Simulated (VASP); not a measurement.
# CoSn (P6mm) in VASP: a series of runs

Runs on CoSn. Level: PBEsol. Tasks: single point.

All numbers are computed with VASP 6.6.1; they aren't measurements. Logs are shortened: lines on timing, memory, paths and dates and some standing lists are left out, and cuts for length are marked.

## (1) The cell of the first run

It takes space group P6mm (No. 183, hexagonal). Conventional cell: a = 5.220 Å, b = 5.220 Å, c = 4.168 Å, α = 90.00°, β = 90.00°, γ = 120.00°. Within 3.4 Å of Co (site symmetry 2mm) lie 6 Sn at 2.57 to 2.61 Å and 4 Co at 2.61 Å. Sn (site symmetry 3m) has 6 Co at 2.57 Å and 3 Sn at 3.01 Å within 3.4 Å. Sn (site symmetry 6mm) has 6 Co at 2.61 Å within 3.4 Å.

## (2) Single point, PBEsol (atoms displaced along a vibrational mode)

Contents of INCAR:

```
SYSTEM = CoSn
PREC = Accurate ; ENCUT = 520
EDIFF = 1E-7 ; ISMEAR = 0
SIGMA = 0.15 ; LREAL = .False.
LASPH = .True. ; NELM = 100
ALGO = Fast ; ISIF = 2
LWAVE = .False. ; LCHARG = .False.
GGA = PS ; NBANDS = 44
```

Contents of KPOINTS:

```
Automatic mesh
0
Gamma
  12 12 12
  0 0 0
```

Contents of POSCAR:

```
CoSn
1.0
    5.2197158240      0.0000000000      0.0000000000
   -2.6098579120      4.5204065041      0.0000000000
    0.0000000000      0.0000000000      4.1684718855
Co Sn
3 3
Direct
    0.0000000000      0.5000000000     -0.0062132667
    0.5000000000      0.5000000000     -0.0062132667
    0.5000000000      0.0000000000     -0.0062132667
    0.6666666667      0.3333333333      0.4938315112
    0.3333333333      0.6666666667      0.4938315112
    0.0000000000      0.0000000000      0.0215906458
```

Potentials or basis: VASP PAW PBE potentials, release 64 (Co, Sn_d).

Command:

```bash
cat potpaw_PBE.64/Co/POTCAR potpaw_PBE.64/Sn_d/POTCAR > POTCAR
mpirun -np 1 vasp_std > vasp.out
```

OUTCAR:

```text
SYSTEM = CoSn
   PREC = Accurate
   ENCUT = 520
   EDIFF = 1E-7
   ISMEAR = 0
   LREAL = .False.
   LASPH = .True.
   NELM = 100
   ISIF = 2
   GGA = PS

 ion  position               nearest neighbor table
   1  0.000  0.500  0.994-   4 2.57   5 2.57   4 2.57   5 2.57   3 2.61   3 2.61   2 2.61   2 2.61
                             6 2.61   6 2.61
   2  0.500  0.500  0.994-   4 2.57   5 2.57   4 2.57   5 2.57   3 2.61   3 2.61   1 2.61   1 2.61
                             6 2.61   6 2.61
   3  0.500  0.000  0.994-   4 2.57   5 2.57   4 2.57   5 2.57   1 2.61   2 2.61   2 2.61   1 2.61
                             6 2.61   6 2.61
   4  0.667  0.333  0.494-   3 2.57   1 2.57   2 2.57   3 2.57   1 2.57   2 2.57   5 3.01   5 3.01
                             5 3.01   6 3.60   6 3.60   6 3.60   6 3.73   6 3.73   6 3.73
   5  0.333  0.667  0.494-   3 2.57   1 2.57   2 2.57   3 2.57   1 2.57   2 2.57   4 3.01   4 3.01
                             4 3.01   6 3.60   6 3.60   6 3.60   6 3.73   6 3.73   6 3.73
   6  0.000  0.000  0.022-   1 2.61   2 2.61   1 2.61   2 2.61   3 2.61   3 2.61   5 3.60   4 3.60
                             5 3.60   4 3.60   5 3.60   4 3.60   5 3.73   4 3.73   4 3.73   5 3.73

  LATTYP: Found a hexagonal cell.
 ALAT       =     5.2197158240
 C/A-ratio  =     0.7986013082

  Lattice vectors:

 A1 = (   5.2197158240,   0.0000000000,   0.0000000000)
 A2 = (  -2.6098579120,   4.5204065041,   0.0000000000)
 A3 = (   0.0000000000,   0.0000000000,   4.1684718855)

Analysis of symmetry for initial positions (statically):
=====================================================================
 Subroutine PRICEL returns:
 Original cell was already a primitive cell.

 Routine SETGRP: Setting up the symmetry group for a
 hexagonal supercell.

 Subroutine GETGRP returns: Found 12 space group operations
 (whereof 12 operations were pure point group operations)
 out of a pool of 24 trial point group operations.

The static configuration has the point symmetry C_6v.

Analysis of symmetry for dynamics (positions and initial velocities):
=====================================================================
 Subroutine PRICEL returns:
 Original cell was already a primitive cell.

 Routine SETGRP: Setting up the symmetry group for a
 hexagonal supercell.

 Subroutine GETGRP returns: Found 12 space group operations
 (whereof 12 operations were pure point group operations)
 out of a pool of 24 trial point group operations.

The dynamic configuration has the point symmetry C_6v.

[... 111 lines left out ...]
   NFREE  =      0    steps in history (QN), initial steepest desc. (CG)
   ISIF   =      2    stress and relaxation
   ISYM   =      2    0-nonsym 1-usesym 2-fastsym
   POTIM  = 0.5000    time-step for ionic-motion
   TEBEG  =    0.0;   TEEND  =   0.0 temperature during run
   PSTRESS=    0.0 pullay stress
   NELECT =      69.0000    total number of electrons
   NUPDOWN=      -1.0000    fix difference up-down
   EMIN   =  10.00;   EMAX   =-10.00  energy-range for DOS
   EFERMI =   0.00;   METHOD = LEGACY
   ISMEAR =     0;   SIGMA  =   0.15  broadening in eV -4-tet -1-fermi 0-gaus
   EFERMI_NEDOS =   21; number of points for ismear=-14 and -15
   IALGO  =     68    algorithm
   IMIX   =      4    mixing-type and parameters
     AMIX     =   0.40;   BMIX     =  1.00
     AMIX_MAG =   1.60;   BMIX_MAG =  1.00
  volume/ion in A,a.u.               =      16.39       110.62
  Fermi-wavevector in a.u.,A,eV,Ry     =   1.454646  2.748883 28.789877  2.115996
  Thomas-Fermi vector in A             =   2.571773
   LORBIT       =      0    0 simple, 1 ext, 2 COOP (PROOUT), +10 PAW based schemes
   GGA     = PS    functional components
   LHFCALC =     F    Hartree Fock is set to
   AEXX    =    0.0000 exact exchange contribution
   IVDW    =     0    specifies the selected vdW correction
   LEPSILON=     F    determine dielectric tensor
   LRPA    =     F    only Hartree local field effects (RPA)
 non-spin polarized calculation
 RMM-DIIS sequential band-by-band and
 Gauss-broadening in eV      SIGMA  =   0.15
  energy-cutoff  :      520.00
  volume of cell :       98.36
 maximum number of plane-waves:      2674
 NGX is ok and might be reduce to    40
   NGX = 19   NGY = 19   NGZ = 15

 number of electron      69.0000010 magnetization

 Free energy of the ion-electron system (eV)
  ---------------------------------------------------
  ext. energy  EPLUGINS =         0.00000000
  ---------------------------------------------------
  free energy    TOTEN  =       -36.95463837 eV

  energy without entropy =      -36.91473790  energy(sigma->0) =      -36.93468814

 E-fermi :  10.2029     XC(G=0): -12.0969

 val. band max:       10.2028767851   @ k =   0.0833   0.0833   0.3333
 cond. band min:      10.2053030909   @ k =   0.2500   0.1667   0.3333
 fundamental gap:      0.0024263058
 Fermi energy:        10.2029227366

 k-point     1 :       0.0000    0.0000    0.0000
  band No.  band energies     occupation
      1     -11.1949      2.00000
      2     -11.0913      2.00000
      3     -11.0913      2.00000
      4     -11.0839      2.00000
      5     -11.0839      2.00000
      6     -11.0018      2.00000
[... 1117 lines left out ...]
     43      14.8614      0.00000
     44      16.3544      0.00000

 [... further k-points ...]

------------------------ aborting loop because EDIFF is reached ----------------------------------------

  FORCE on cell =-STRESS in cart. coord.  units (eV):
  Direction    XX          YY          ZZ          XY          YZ          ZX
  --------------------------------------------------------------------------------------
  -------------------------------------------------------------------------------------
  Total       -0.0445412     -0.0445412      0.0116136     -0.0000000      0.0000000      0.0000000
  in kB       -0.7255566     -0.7255566      0.1891807     -0.0000000      0.0000000      0.0000000
  external PRESSURE =      -0.4206442 kB  Pullay stress =       0.0000000 kB

 VOLUME and BASIS-vectors are now :
 -----------------------------------------------------------------------------
  energy-cutoff  :      520.00
  volume of cell :       98.36
      direct lattice vectors                 reciprocal lattice vectors
     5.219715824  0.000000000  0.000000000     0.191581311  0.110609521  0.000000000
    -2.609857912  4.520406504  0.000000000     0.000000000  0.221219043  0.000000000
     0.000000000  0.000000000  4.168471885     0.000000000  0.000000000  0.239896064

 POSITION                                       TOTAL-FORCE (eV/Angst)
 -----------------------------------------------------------------------------------
     -1.30493      2.26020      4.14257        -0.000000      0.000000      0.062910
      1.30493      2.26020      4.14257         0.000000      0.000000      0.062910
      2.60986      0.00000      4.14257         0.000000      0.000000      0.062910
      2.60986      1.50680      2.05852        -0.000000      0.000000      0.130330
     -0.00000      3.01360      2.05852         0.000000     -0.000000      0.130330
      0.00000      0.00000      0.09000         0.000000     -0.000000     -0.449392
 -----------------------------------------------------------------------------------
    total drift:                               -0.000000     -0.000000     -0.000205

  FREE ENERGIE OF THE ION-ELECTRON SYSTEM (eV)
  ---------------------------------------------------
  free  energy   TOTEN  =       -36.9546383732 eV

  energy  without entropy=      -36.9147379043  energy(sigma->0) =      -36.93468814
```

Run time: 12 min. Hardware: 1 thread of Oxide Virtual Turin-like, shared host; peak memory 0.51 GiB.

What came out:

- Free energy: -36.9546 eV
- Pressure: 0.0 GPa
- Largest force: 0.449 eV/Å
- Band gap on the k mesh: zero (an odd number of electrons rules out a gap without spin polarisation)

Forces in eV/Å, atoms in the order of the input:
```
Co   0.000  0.000  0.063
Co   0.000  0.000  0.063
Co   0.000  0.000  0.063
Sn   0.000  0.000  0.130
Sn   0.000  0.000  0.130
Sn   0.000  0.000 -0.449
```

Stress tensor (GPa, compression positive):
```
-0.07  0.00  0.00
 0.00 -0.07  0.00
 0.00  0.00  0.02
```

Caveat: the cell differs from its parent crystal (atoms displaced along a vibrational mode); the PAW data sets were made with another functional, which shifts forces and pressure a little; spin-orbit coupling is left out, which moves the levels of the heavy elements; the run has no spin polarisation, though such a crystal can be magnetic.

## (3) Single point, PBEsol (atoms displaced along a vibrational mode)

Contents of INCAR:

```
PREC     = Accurate       # precision mode
ENCUT    = 520            # plane-wave cutoff, eV
EDIFF    = 1E-6           # SCF threshold, eV
ISMEAR   = 0              # smearing method
SIGMA    = 0.15           # smearing width, eV
LREAL    = F              # projectors in reciprocal space
LASPH    = T              # aspherical terms in the spheres
NELM     = 100            # most SCF steps
ALGO     = Fast           # electronic algorithm
ISIF     = 2              # what is computed and relaxed
LWAVE    = F              # write WAVECAR
LCHARG   = F              # write CHGCAR
GGA      = PS             # functional
NBANDS   = 44             # bands
```

Contents of KPOINTS:

```
Automatic mesh
0
Gamma
  12 12 12
```

Contents of POSCAR:

```
CoSn
1.0
    5.2197158240      0.0000000000      0.0000000000
   -2.6098579120      4.5204065041      0.0000000000
    0.0000000000      0.0000000000      4.1684718855
Co Sn
3 3
Direct
    0.0000000000      0.5000000000     -0.0051777223
    0.5000000000      0.5000000000     -0.0051777223
    0.5000000000      0.0000000000     -0.0051777223
    0.6666666667      0.3333333333      0.4948595927
    0.3333333333      0.6666666667      0.4948595927
    0.0000000000      0.0000000000      0.0179922048
```

Potentials or basis: VASP PAW PBE potentials, release 64 (Co, Sn_d).

Command:

```bash
cat potpaw_PBE.64/Co/POTCAR potpaw_PBE.64/Sn_d/POTCAR > POTCAR
mpirun -np 1 vasp_std > vasp.out
```

OUTCAR:

```text
PREC = Accurate
   ENCUT = 520
   EDIFF = 1E-6
   ISMEAR = 0
   LREAL = F
   LASPH = T
   NELM = 100
   ISIF = 2
   GGA = PS

 ion  position               nearest neighbor table
   1  0.000  0.500  0.995-   4 2.57   5 2.57   4 2.57   5 2.57   3 2.61   3 2.61   2 2.61   2 2.61
                             6 2.61   6 2.61
   2  0.500  0.500  0.995-   4 2.57   5 2.57   4 2.57   5 2.57   3 2.61   3 2.61   1 2.61   1 2.61
                             6 2.61   6 2.61
   3  0.500  0.000  0.995-   4 2.57   5 2.57   4 2.57   5 2.57   1 2.61   2 2.61   2 2.61   1 2.61
                             6 2.61   6 2.61
[... 1344 lines left out ...]
  Total       -0.0362154     -0.0362154      0.0391417      0.0000000      0.0000000      0.0000000
  in kB       -0.5899336     -0.5899336      0.6376012      0.0000000      0.0000000      0.0000000
  external PRESSURE =      -0.1807553 kB  Pullay stress =       0.0000000 kB

 VOLUME and BASIS-vectors are now :
 -----------------------------------------------------------------------------
  energy-cutoff  :      520.00
  volume of cell :       98.36
      direct lattice vectors                 reciprocal lattice vectors
     5.219715824  0.000000000  0.000000000     0.191581311  0.110609521  0.000000000
    -2.609857912  4.520406504  0.000000000     0.000000000  0.221219043  0.000000000
     0.000000000  0.000000000  4.168471885     0.000000000  0.000000000  0.239896064

 POSITION                                       TOTAL-FORCE (eV/Angst)
 -----------------------------------------------------------------------------------
     -1.30493      2.26020      4.14689        -0.000000      0.000000      0.052823
      1.30493      2.26020      4.14689        -0.000000      0.000000      0.052823
      2.60986      0.00000      4.14689        -0.000000      0.000000      0.052823
      2.60986      1.50680      2.06281         0.000000      0.000000      0.108622
     -0.00000      3.01360      2.06281        -0.000000      0.000000      0.108622
      0.00000      0.00000      0.07500         0.000000     -0.000000     -0.375712
 -----------------------------------------------------------------------------------
    total drift:                               -0.000000     -0.000001     -0.000332

  FREE ENERGIE OF THE ION-ELECTRON SYSTEM (eV)
  ---------------------------------------------------
  free  energy   TOTEN  =       -36.9626007172 eV

  energy  without entropy=      -36.9228459250  energy(sigma->0) =      -36.94272332
```

OSZICAR:

```text
N       E                     dE             d eps       ncg     rms          rms(c)
DAV:   1     0.694384398048E+03    0.69438E+03   -0.31312E+04 11836   0.252E+03
DAV:   2     0.694703755687E+02   -0.62491E+03   -0.60553E+03 11704   0.605E+02
DAV:   3    -0.345174490157E+02   -0.10399E+03   -0.10085E+03 11880   0.225E+02
DAV:   4    -0.399249918407E+02   -0.54075E+01   -0.53608E+01 13340   0.576E+01
DAV:   5    -0.400898464388E+02   -0.16485E+00   -0.16478E+00 15980   0.919E+00    0.163E+01
RMM:   6    -0.419538810665E+02   -0.18640E+01   -0.34765E+01 12662   0.400E+01    0.168E+01
RMM:   7    -0.372906018920E+02    0.46633E+01   -0.10577E+01 12660   0.244E+01    0.475E+00
RMM:   8    -0.369600705808E+02    0.33053E+00   -0.91355E-01 13518   0.525E+00    0.878E-01
RMM:   9    -0.369612668477E+02   -0.11963E-02   -0.16710E-01 16864   0.232E+00    0.318E-01
RMM:  10    -0.369622828837E+02   -0.10160E-02   -0.33414E-02 18364   0.991E-01    0.187E-01
RMM:  11    -0.369624577904E+02   -0.17491E-03   -0.64652E-03 18453   0.512E-01    0.120E-01
RMM:  12    -0.369625630773E+02   -0.10529E-03   -0.19930E-03 20330   0.221E-01    0.366E-02
RMM:  13    -0.369625917528E+02   -0.28676E-04   -0.42371E-04 19706   0.972E-02    0.209E-02
RMM:  14    -0.369625991262E+02   -0.73734E-05   -0.10580E-04 20741   0.475E-02    0.167E-02
RMM:  15    -0.369626011528E+02   -0.20267E-05   -0.21502E-05 16331   0.214E-02    0.469E-03
RMM:  16    -0.369626004776E+02    0.67521E-06   -0.10152E-05 12676   0.200E-02    0.299E-03
RMM:  17    -0.369626007172E+02   -0.23958E-06   -0.37964E-06  8932   0.952E-03
   1 F= -.36962601E+02 E0= -.36942723E+02  d E =-.397548E-01
```

stdout:

```text
POSCAR found type information on POSCAR CoSn
 POSCAR found :  2 types and       6 ions
 scaLAPACK will be used
 -----------------------------------------------------------------------------
|                                                                             |
|                                                                             |
|     You enforced a specific xc type in the INCAR file but a different       |
|     I HOPE YOU KNOW WHAT YOU ARE DOING!                                     |
|                                                                             |
 -----------------------------------------------------------------------------

 LDA part: xc-table for (Slater+PW92), standard interpolation
 POSCAR, INCAR and KPOINTS ok, starting setup
 FFT: planning ... GRIDC
 FFT: planning ... GRID_SOFT
 FFT: planning ... GRID
 WAVECAR not read
 entering main loop
WARNING in EDDRMM: call to ZHEGV failed, returncode =   6  3     41
WARNING in EDDRMM: call to ZHEGV failed, returncode =   8  4     43
WARNING in EDDRMM: call to ZHEGV failed, returncode =   6  3     42
WARNING in EDDRMM: call to ZHEGV failed, returncode =   8  4     42
WARNING in EDDRMM: call to ZHEGV failed, returncode =   8  4     42
```

Run time: 11 min. Hardware: 1 thread of Oxide Virtual Turin-like, shared host; peak memory 0.51 GiB.

Results:

| Quantity | Value |
| --- | --- |
| Free energy | -36.9626 eV |
| Pressure | 0.0 GPa |
| Largest force | 0.376 eV/Å |
| Band gap on the k mesh | zero (an odd number of electrons rules out a gap without spin polarisation) |

Forces on the atoms (eV/Å):
```
Co   0.000  0.000  0.053
Co   0.000  0.000  0.053
Co   0.000  0.000  0.053
Sn   0.000  0.000  0.109
Sn   0.000  0.000  0.109
Sn   0.000  0.000 -0.376
```

Stress tensor (GPa, compression positive):
```
-0.06  0.00  0.00
 0.00 -0.06  0.00
 0.00  0.00  0.06
```

Levels at points of the mesh, in eV from the Fermi level:
```csv
k point,band 32,band 33,band 34,band 35,band 36,band 37
"(0.00, 0.00, 0.00)",-0.47,-0.43,-0.43,0.50,0.65,1.41
"(0.50, 0.00, 0.00)",-0.46,-0.44,0.72,1.03,1.74,1.85
"(0.00, 0.00, 0.50)",-0.53,-0.52,-0.52,-0.42,-0.42,-0.22
"(0.50, 0.00, 0.50)",-0.72,-0.52,-0.46,-0.44,-0.14,0.42
```

Caveat: the cell differs from its parent crystal (atoms displaced along a vibrational mode); the PAW data sets were made with another functional, which shifts forces and pressure a little; spin-orbit coupling is left out, which moves the levels of the heavy elements; the run has no spin polarisation, though such a crystal can be magnetic. Spin polarisation is off, so any magnetic state and its effect on volume and gap are missing.
